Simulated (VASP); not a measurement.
# Hf3Ru (Pm-3m) in VASP: notebook

The runs below take Hf3Ru through relaxation of cell and atoms, single point, with PBE.

All numbers are computed with VASP 6.6.1; they aren't measurements. Logs are shortened: lines on timing, memory, paths and dates and some standing lists are left out, and cuts for length are marked.

**1. The cell of the first run**

Symmetry: Pm-3m, No. 221, cubic system. The conventional cell has a = 4.122 Å, b = 4.122 Å, c = 4.122 Å, α = 90.00°, β = 90.00°, γ = 90.00°. Within 3.8 Å of Hf (site symmetry 4/mmm) lie 8 Hf at 2.91 Å and 4 Ru at 2.91 Å. Within 3.8 Å of Ru (site symmetry m-3m) lie 12 Hf at 2.91 Å.

**2. Relaxation of cell and atoms, PBE**

Contents of INCAR:

```
ALGO = Normal
EDIFF = 1E-7
EDIFFG = -0.04
ENCUT = 600
GGA = PE
IBRION = 2
ISIF = 3
ISMEAR = 0
LASPH = True
LCHARG = False
LREAL = False
LWAVE = False
NELM = 60
NSW = 90
PREC = Accurate
SIGMA = 0.1
```

Contents of KPOINTS:

```
k-points
0
Gamma
  4 4 4
```

Contents of POSCAR:

```
Hf3Ru
1.0
    4.1220140315      0.0000000000      0.0000000000
    0.0000000000      4.1220140315      0.0000000000
    0.0000000000      0.0000000000      4.1220140315
Hf Ru
3 1
Direct
    0.0000000000      0.5000000000      0.5000000000
    0.5000000000      0.0000000000      0.5000000000
    0.5000000000      0.5000000000      0.0000000000
    0.0000000000      0.0000000000      0.0000000000
```

Potentials or basis: VASP PAW PBE potentials, release 64 (Hf_pv, Ru_pv).

Run with:

```bash
$ cat potpaw_PBE.64/Hf_pv/POTCAR potpaw_PBE.64/Ru_pv/POTCAR > POTCAR
$ mpirun -np 1 vasp_std > vasp.out
```

OUTCAR:

```text
EDIFF = 1E-7
   EDIFFG = -0.04
   ENCUT = 600
   GGA = PE
   IBRION = 2
   ISIF = 3
   ISMEAR = 0
   LASPH = True
   LREAL = False
   NELM = 60
   NSW = 90
   PREC = Accurate

 ion  position               nearest neighbor table
   1  0.000  0.500  0.500-   2 2.91   3 2.91   4 2.91   3 2.91   4 2.91   2 2.91   4 2.91   4 2.91
                             2 2.91   3 2.91   3 2.91   2 2.91
   2  0.500  0.000  0.500-   1 2.91   3 2.91   4 2.91   3 2.91   4 2.91   1 2.91   3 2.91   3 2.91
                             1 2.91   4 2.91   4 2.91   1 2.91
   3  0.500  0.500  0.000-   1 2.91   2 2.91   4 2.91   1 2.91   2 2.91   2 2.91   4 2.91   2 2.91
                             1 2.91   4 2.91   1 2.91   4 2.91
   4  0.000  0.000  0.000-   1 2.91   2 2.91   3 2.91   1 2.91   2 2.91   1 2.91   3 2.91   1 2.91
                             2 2.91   3 2.91   2 2.91   3 2.91

  LATTYP: Found a simple cubic cell.
 ALAT       =     4.1220140315

  Lattice vectors:

 A1 = (   4.1220140315,   0.0000000000,   0.0000000000)
 A2 = (   0.0000000000,   4.1220140315,   0.0000000000)
 A3 = (   0.0000000000,   0.0000000000,   4.1220140315)

Analysis of symmetry for initial positions (statically):
=====================================================================
 Subroutine PRICEL returns:
 Original cell was already a primitive cell.

 Routine SETGRP: Setting up the symmetry group for a
 simple cubic supercell.

 Subroutine GETGRP returns: Found 48 space group operations
 (whereof 48 operations were pure point group operations)
 out of a pool of 48 trial point group operations.

The static configuration has the point symmetry O_h .

Analysis of symmetry for dynamics (positions and initial velocities):
=====================================================================
 Subroutine PRICEL returns:
 Original cell was already a primitive cell.

 Routine SETGRP: Setting up the symmetry group for a
 simple cubic supercell.

 Subroutine GETGRP returns: Found 48 space group operations
 (whereof 48 operations were pure point group operations)
 out of a pool of 48 trial point group operations.

The dynamic configuration has the point symmetry O_h .

 Subroutine INISYM returns: Found 48 space group operations
 (whereof 48 operations are pure point group operations),
 and found     1 'primitive' translations

----------------------------------------------------------------------------------------

                                     Primitive cell

  volume of cell :      70.0371

  direct lattice vectors                    reciprocal lattice vectors
     4.122014032  0.000000000  0.000000000     0.242599853  0.000000000  0.000000000
     0.000000000  4.122014032  0.000000000     0.000000000  0.242599853  0.000000000
     0.000000000  0.000000000  4.122014032     0.000000000  0.000000000  0.242599853

  length of vectors
     4.122014032  4.122014032  4.122014032     0.242599853  0.242599853  0.242599853

  position of ions in fractional coordinates (direct lattice)
     0.000000000  0.500000000  0.500000000
     0.500000000  0.000000000  0.500000000
     0.500000000  0.500000000  0.000000000
     0.000000000  0.000000000  0.000000000

  ion indices of the primitive-cell ions
   primitive index   ion index
                 1           1
                 2           2
                 3           3
                 4           4

----------------------------------------------------------------------------------------

 KPOINTS: k-points

Automatic generation of k-mesh.
 Grid dimensions read from file:
 generate k-points for:    4    4    4

 Generating k-lattice:

  Cartesian coordinates                     Fractional coordinates (reciprocal lattice)
     0.060649963  0.000000000  0.000000000     0.250000000  0.000000000  0.000000000
     0.000000000  0.060649963  0.000000000     0.000000000  0.250000000  0.000000000
     0.000000000  0.000000000  0.060649963     0.000000000  0.000000000  0.250000000

  Length of vectors
     0.060649963  0.060649963  0.060649963

  Shift w.r.t. Gamma in fractional coordinates (k-lattice)
     0.000000000  0.000000000  0.000000000

 Subroutine IBZKPT returns following result:
 ===========================================

 Found     10 irreducible k-points:

 Following reciprocal coordinates:
            Coordinates               Weight
  0.000000  0.000000  0.000000      1.000000
  0.250000  0.000000  0.000000      6.000000
  0.500000  0.000000  0.000000      3.000000
  0.250000  0.250000  0.000000     12.000000
  0.500000  0.250000  0.000000     12.000000
  0.500000  0.500000  0.000000      3.000000
  0.250000  0.250000  0.250000      8.000000
  0.500000  0.250000  0.250000     12.000000
  0.500000  0.500000  0.250000      6.000000
  0.500000  0.500000  0.500000      1.000000
   k-points           NKPTS =     10   k-points in BZ     NKDIM =     10   number of bands    NBANDS=     26
   number of dos      NEDOS =    301   number of ions     NIONS =      4
   total plane-waves  NPLWV =  46656
   dimension x,y,z NGX =    36 NGY =   36 NGZ =   36
   dimension x,y,z NGXF=    72 NGYF=   72 NGZF=   72
   ions per type =               3   1
   NGX,Y,Z   is equivalent  to a cutoff of  14.52, 14.52, 14.52 a.u.
   NGXF,Y,Z  is equivalent  to a cutoff of  29.04, 29.04, 29.04 a.u.
 SYSTEM =  unknown system
   PREC   = accura    normal or accurate (medium, high low for compatibility)
   ISTART =      0    job   : 0-new  1-cont  2-samecut
   ICHARG =      2    charge: 1-file 2-atom 10-const
   ISPIN  =      1    spin polarized calculation?
   LNONCOLLINEAR =      F non collinear calculations
   LSORBIT =      F    spin-orbit coupling
   LASPH  =      T    aspherical Exc in radial PAW
   ENCUT  =  600.0 eV  44.10 Ry    6.64 a.u.   8.23  8.23  8.23*2*pi/ulx,y,z
   NELM   =     60;   NELMIN=  2; NELMDL= -5     # of ELM steps
   EDIFF  = 0.1E-06   stopping-criterion for ELM
   LREAL  =      F    real-space projection
   EDIFFG = -.4E-01   stopping-criterion for IOM
   NSW    =     90    number of steps for IOM
   IBRION =      2    ionic relax: 0-MD 1-quasi-New 2-CG
   NFREE  =      1    steps in history (QN), initial steepest desc. (CG)
   ISIF   =      3    stress and relaxation
   ISYM   =      2    0-nonsym 1-usesym 2-fastsym
   POTIM  = 0.5000    time-step for ionic-motion
   TEBEG  =    0.0;   TEEND  =   0.0 temperature during run
   PSTRESS=    0.0 pullay stress
   NELECT =      44.0000    total number of electrons
   NUPDOWN=      -1.0000    fix difference up-down
   EMIN   =  10.00;   EMAX   =-10.00  energy-range for DOS
   EFERMI =   0.00;   METHOD = LEGACY
   ISMEAR =     0;   SIGMA  =   0.10  broadening in eV -4-tet -1-fermi 0-gaus
   EFERMI_NEDOS =   21; number of points for ismear=-14 and -15
   IALGO  =     38    algorithm
   IMIX   =      4    mixing-type and parameters
     AMIX     =   0.40;   BMIX     =  1.00
     AMIX_MAG =   1.60;   BMIX_MAG =  1.00
  volume/ion in A,a.u.               =      17.51       118.16
  Fermi-wavevector in a.u.,A,eV,Ry     =   1.402113  2.649609 26.747966  1.965920
  Thomas-Fermi vector in A             =   2.524907
   LORBIT       =      0    0 simple, 1 ext, 2 COOP (PROOUT), +10 PAW based schemes
   GGA     = PE    functional components
   LHFCALC =     F    Hartree Fock is set to
   AEXX    =    0.0000 exact exchange contribution
   IVDW    =     0    specifies the selected vdW correction
   LEPSILON=     F    determine dielectric tensor
   LRPA    =     F    only Hartree local field effects (RPA)
 conjugate gradient relaxation of ions
 non-spin polarized calculation
 Gauss-broadening in eV      SIGMA  =   0.10
  energy-cutoff  :      600.00
  volume of cell :       70.04
 maximum number of plane-waves:      2360
 NGX is ok and might be reduce to    36
   NGX = 17   NGY = 17   NGZ = 17

--------------------------------------- Ionic step        1  -------------------------------------------

 number of electron      44.0000008 magnetization

 Free energy of the ion-electron system (eV)
  ---------------------------------------------------
  ext. energy  EPLUGINS =         0.00000000
  ---------------------------------------------------
  free energy    TOTEN  =       -38.70130312 eV

  energy without entropy =      -38.67482321  energy(sigma->0) =      -38.68806317

------------------------ aborting loop because EDIFF is reached ----------------------------------------

  FORCE on cell =-STRESS in cart. coord.  units (eV):
  Direction    XX          YY          ZZ          XY          YZ          ZX
  --------------------------------------------------------------------------------------
  -------------------------------------------------------------------------------------
  Total        8.6297460      8.6297460      8.6297460     -0.0000000      0.0000000     -0.0000000
  in kB      197.4150233    197.4150233    197.4150233     -0.0000000      0.0000000     -0.0000000
  external PRESSURE =     197.4150233 kB  Pullay stress =       0.0000000 kB

 VOLUME and BASIS-vectors are now :
 -----------------------------------------------------------------------------
  energy-cutoff  :      600.00
  volume of cell :       70.04
      direct lattice vectors                 reciprocal lattice vectors
     4.122014032  0.000000000  0.000000000     0.242599853  0.000000000  0.000000000
     0.000000000  4.122014032  0.000000000     0.000000000  0.242599853  0.000000000
     0.000000000  0.000000000  4.122014032     0.000000000  0.000000000  0.242599853
[... 77 lines left out ...]
 POSITION                                       TOTAL-FORCE (eV/Angst)
 -----------------------------------------------------------------------------------
     -0.00000      2.14785      2.14785        -0.000000      0.000000      0.000000
      2.14785      0.00000      2.14785         0.000000      0.000000      0.000000
      2.14785      2.14785     -0.00000         0.000000     -0.000000      0.000000
      0.00000      0.00000      0.00000         0.000000     -0.000000      0.000000
 -----------------------------------------------------------------------------------
    total drift:                                0.000000      0.000000      0.000000

  FREE ENERGIE OF THE ION-ELECTRON SYSTEM (eV)
  ---------------------------------------------------
  free  energy   TOTEN  =       -39.2014189343 eV

  energy  without entropy=      -39.1880460966  energy(sigma->0) =      -39.19473252

--------------------------------------- Ionic step        4  -------------------------------------------

 number of electron      43.9999997 magnetization

 Free energy of the ion-electron system (eV)
  ---------------------------------------------------
  ext. energy  EPLUGINS =         0.00000000
  ---------------------------------------------------
  free energy    TOTEN  =       -39.20219612 eV

  energy without entropy =      -39.18816291  energy(sigma->0) =      -39.19517952

 E-fermi :   6.1663     XC(G=0): -11.8862

 val. band max:        6.1079861069   @ k =   0.2500   0.2500   0.0000
 cond. band min:       6.2747815109   @ k =   0.5000   0.5000   0.2500
 fundamental gap:      0.1667954040
 Fermi energy:         6.1663091379

 k-point     1 :       0.0000    0.0000    0.0000
  band No.  band energies     occupation
      1     -35.9294      2.00000
      2     -35.9294      2.00000
      3     -35.9294      2.00000
      4     -24.6330      2.00000
      5     -24.6330      2.00000
      6     -24.6330      2.00000
[... 18 lines left out ...]
     25       9.1367      0.00000
     26       9.1367      0.00000
[... 281 lines left out ...]
 POSITION                                       TOTAL-FORCE (eV/Angst)
 -----------------------------------------------------------------------------------
     -0.00000      2.14466      2.14466        -0.000000      0.000000      0.000000
      2.14466      0.00000      2.14466         0.000000      0.000000      0.000000
      2.14466      2.14466     -0.00000         0.000000     -0.000000      0.000000
      0.00000      0.00000      0.00000         0.000000     -0.000000      0.000000
 -----------------------------------------------------------------------------------
    total drift:                                0.000000      0.000000      0.000000

  FREE ENERGIE OF THE ION-ELECTRON SYSTEM (eV)
  ---------------------------------------------------
  free  energy   TOTEN  =       -39.2021961157 eV

  energy  without entropy=      -39.1881629145  energy(sigma->0) =      -39.19517952

 reached required accuracy - stopping structural energy minimisation
```

Wall time 3.6 min (1 thread of Oxide Virtual Turin-like, shared host); peak memory 0.19 GiB.

Results:

| Property | Result |
| --- | --- |
| Free energy | -39.2022 eV |
| Relaxed volume | 19.73 Å³/atom |
| Relaxed cell | a = 4.289 Å, b = 4.289 Å, c = 4.289 Å, α = 90.00°, β = 90.00°, γ = 90.00° |
| Space group after relaxing (to 0.1 Å) | Pm-3m (No. 221) |
| Energy gained by relaxing | 125.2 meV/atom |
| Ionic steps | 4 |
| Pressure after relaxing | 0.0 GPa |
| Band gap on the k mesh | zero (bands 22 and 23 overlap by 1.40 eV) |

The path:
```
step  energy change (eV)  largest force (eV/Å)  pressure (GPa)  volume (Å³)
   1              0.0000                0.0000           19.74        70.04
   2              0.4599                0.0000          -17.27        94.26
   3             -0.5001                0.0000           -0.67        79.27
   4             -0.5009                0.0000           -0.04        78.92
```

Final structure:
```cif
data_structure
_symmetry_space_group_name_H-M 'P 1'
_symmetry_Int_Tables_number 1
_cell_length_a 4.2893
_cell_length_b 4.2893
_cell_length_c 4.2893
_cell_angle_alpha 90.000
_cell_angle_beta 90.000
_cell_angle_gamma 90.000
_cell_volume 78.92
loop_
_atom_site_label
_atom_site_type_symbol
_atom_site_fract_x
_atom_site_fract_y
_atom_site_fract_z
_atom_site_occupancy
Hf1 Hf 0.00000 0.50000 0.50000 1
Hf2 Hf 0.50000 0.00000 0.50000 1
Hf3 Hf 0.50000 0.50000 0.00000 1
Ru1 Ru 0.00000 0.00000 0.00000 1
```

Caveat: the k points lie up to 0.37 Å⁻¹ apart in the final cell, too coarse for converged energies and pressures of a metal; spin-orbit coupling is left out, which moves the levels of the heavy elements.

**3. Single point, PBE**

This run uses another cell than the first one, of 19.80 Å³/atom.

Contents of INCAR:

```
PREC = Accurate ; ENCUT = 520
EDIFF = 1E-6 ; ISMEAR = 0
SIGMA = 0.1 ; LREAL = False
LASPH = True ; NELM = 60
ALGO = Fast ; ISIF = 2
LWAVE = False ; LCHARG = True
GGA = PE ; LELF = True
LVHAR = True ; NBANDS = 30
```

Contents of KPOINTS:

```
regular mesh
0
Gamma
  12 12 12
```

Contents of POSCAR:

```
Hf3Ru
1.0
    4.2943215627      0.0000000000      0.0000000000
    0.0000000000      4.2943215627      0.0000000000
    0.0000000000      0.0000000000      4.2943215627
Hf Ru
3 1
Direct
    0.0000000000      0.5000000000      0.5000000000
    0.5000000000      0.0000000000      0.5000000000
    0.5000000000      0.5000000000      0.0000000000
    0.0000000000      0.0000000000      0.0000000000
```

Potentials or basis: VASP PAW PBE potentials, release 64 (Hf_pv, Ru_pv).

Run with:

```bash
$ cat potpaw_PBE.64/Hf_pv/POTCAR potpaw_PBE.64/Ru_pv/POTCAR > POTCAR
$ mpirun -np 1 vasp_std > vasp.out
```

Wall time 5.2 min (1 thread of Oxide Virtual Turin-like, shared host); peak memory 0.27 GiB.

It converged, with:

* Free energy: -39.1437 eV
* Pressure: -0.7 GPa
* Band gap on the k mesh: zero (bands 22 and 23 overlap by 1.39 eV)

Levels at points of the mesh, in eV from the Fermi level:
| k point | band 18 | band 19 | band 20 | band 21 | band 22 | band 23 | band 24 | band 25 | band 26 | band 27 |
| --- | --- | --- | --- | --- | --- | --- | --- | --- | --- | --- |
| (0.00, 0.00, 0.00) | -3.06 | -3.06 | 0.18 | 0.18 | 0.18 | 1.87 | 1.87 | 2.95 | 2.95 | 2.95 |
| (0.50, 0.00, 0.00) | -1.76 | -1.76 | -1.02 | -0.84 | -0.57 | -0.57 | 1.59 | 1.70 | 1.70 | 2.10 |
| (0.50, 0.50, 0.00) | -1.79 | -1.79 | -1.03 | -0.84 | -0.67 | -0.40 | -0.17 | -0.17 | 2.17 | 2.17 |
| (0.50, 0.50, 0.50) | -1.22 | -0.24 | -0.24 | -0.24 | 0.80 | 0.80 | 0.80 | 1.03 | 1.18 | 1.18 |

Caveat: spin-orbit coupling is left out, which moves the levels of the heavy elements.

**4. Relaxation of cell and atoms, PBE**

This run uses another cell than the first one, of 19.86 Å³/atom.

Contents of INCAR:

```
PREC = Accurate
ENCUT = 600
EDIFF = 1E-6
ISMEAR = 0
SIGMA = 0.1
LREAL = F
LASPH = T
NELM = 100
ALGO = Fast
ISIF = 3
LWAVE = F
LCHARG = F
GGA = PE
IBRION = 2
NSW = 100
EDIFFG = -0.01
```

Contents of KPOINTS:

```
Automatic mesh
0
Gamma
  12 12 12
```

Contents of POSCAR:

```
Hf3Ru
1.0
    4.2987212889      0.0000000000      0.0000000000
    0.0000000000      4.2987212889      0.0000000000
    0.0000000000      0.0000000000      4.2987212889
Hf Ru
3 1
Direct
    0.0000000000      0.5000000000      0.5000000000
    0.5000000000      0.0000000000      0.5000000000
    0.5000000000      0.5000000000      0.0000000000
    0.0000000000      0.0000000000      0.0000000000
```

Run with:

```bash
$ cat potpaw_PBE.64/Hf_pv/POTCAR potpaw_PBE.64/Ru_pv/POTCAR > POTCAR
$ mpirun -np 1 vasp_std > vasp.out
```

It took 18 min on 1 thread of Oxide Virtual Turin-like, shared host; peak memory 0.32 GiB.

Results (log left out):

```
Free energy                           : -39.1449 eV
Relaxed volume                        : 19.70 Å³/atom
Relaxed cell                          : a = 4.287 Å, b = 4.287 Å, c = 4.287 Å, α = 90.00°, β = 90.00°, γ = 90.00°
Space group after relaxing (to 0.1 Å) : Pm-3m (No. 221)
Energy gained by relaxing             : 0.5 meV/atom
Ionic steps                           : 3
Pressure after relaxing               : 0.0 GPa
Band gap on the k mesh                : zero (bands 22 and 23 overlap by 1.40 eV)
```

The path:
```csv
step,energy change (eV),largest force (eV/Å),pressure (GPa),volume (Å³)
1,0.0000,0.0000,-1.05,79.44
2,0.0020,0.0000,1.55,77.95
3,-0.0021,0.0000,0.01,78.81
```

Final structure:
```yaml
crystal:
  lattice:
    - [4.28744, 0.00000, 0.00000]
    - [0.00000, 4.28744, 0.00000]
    - [0.00000, 0.00000, 4.28744]
  atoms:
    - { symbol: Hf, position: [0.00000, 0.50000, 0.50000] }
    - { symbol: Hf, position: [0.50000, 0.00000, 0.50000] }
    - { symbol: Hf, position: [0.50000, 0.50000, 0.00000] }
    - { symbol: Ru, position: [0.00000, 0.00000, 0.00000] }
```

Levels at points of the mesh, in eV from the Fermi level:
| k point | band 18 | band 19 | band 20 | band 21 | band 22 | band 23 | band 24 | band 25 | band 26 |
| --- | --- | --- | --- | --- | --- | --- | --- | --- | --- |
| (0.00, 0.00, 0.00) | -3.08 | -3.08 | 0.18 | 0.18 | 0.18 | 1.88 | 1.88 | 2.98 | 2.98 |
| (0.50, 0.00, 0.00) | -1.77 | -1.77 | -1.04 | -0.85 | -0.57 | -0.57 | 1.60 | 1.71 | 1.71 |
| (0.50, 0.50, 0.00) | -1.80 | -1.80 | -1.04 | -0.84 | -0.68 | -0.41 | -0.18 | -0.18 | 2.18 |
| (0.50, 0.50, 0.50) | -1.23 | -0.25 | -0.25 | -0.25 | 0.81 | 0.81 | 0.81 | 1.05 | 1.18 |

Caveat: spin-orbit coupling is left out, which moves the levels of the heavy elements.

**5. Summary**

```tsv
task	cell	k mesh	cutoff (eV)	gap on the mesh (eV)	pressure (GPa)	relaxed volume (Å³/atom)
relaxation of cell and atoms	relaxed from a = 4.122 Å, 4 atoms	4 × 4 × 4	600	none	0.0	19.73
single point	a = 4.294 Å, 4 atoms	12 × 12 × 12	520	none	-0.7	-
relaxation of cell and atoms	relaxed from a = 4.299 Å, 4 atoms	12 × 12 × 12	600	none	0.0	19.70
```

Alike in all rows: level PBE; potentials or basis VASP PAW PBE potentials, release 64 (Hf_pv, Ru_pv); no spin polarisation; smearing gaussian 0.1 eV.

Caveats: some runs use coarse meshes; spin-orbit coupling is left out, which moves the levels of the heavy elements.

Total energies depend on the potentials used, so only differences within one code and one set of settings carry meaning.

The gap in the log of VASP goes by the Fermi energy; the results here count the filled bands.